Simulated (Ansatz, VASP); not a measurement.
# RbCl: VASP beside Ansatz

```xyz
2
Lattice="0.0000 3.2740 3.2740 3.2740 0.0000 3.2740 3.2740 3.2740 0.0000" Properties=species:S:1:pos:R:3 pbc="T T T"
Rb    0.0000    0.0000    0.0000
Cl    3.2740    3.2740    3.2740
```

Alike in both runs: task relaxation of cell and atoms; functional PBE; k mesh 6 × 6 × 6; occupations gaussian, width 0.02 eV; no spin polarisation.

```csv
,VASP,Ansatz
version,VASP 6.6.1,Ansatz 0.2.0
potentials or method,"VASP PAW PBE potentials, release 64 (Rb_sv, Cl), cutoff 500 eV","scalar-relativistic, plane waves, PAW"
valence electrons in the cell,16,16
```

Ansatz gave:

| Item | Value |
| --- | --- |
| gap on the k mesh at the Fermi level, each at its own relaxed structure (eV) | 4.84 |
| relaxed volume (Å³/atom) | 37.57 |
| relaxed cell length with the largest relative difference (Å) | 4.736 |

Question: What did VASP give for the same quantities?

Answer: gap on the k mesh at the Fermi level, each at its own relaxed structure (eV): 4.83; relaxed volume (Å³/atom): 37.55; relaxed cell length with the largest relative difference (Å): 4.736.
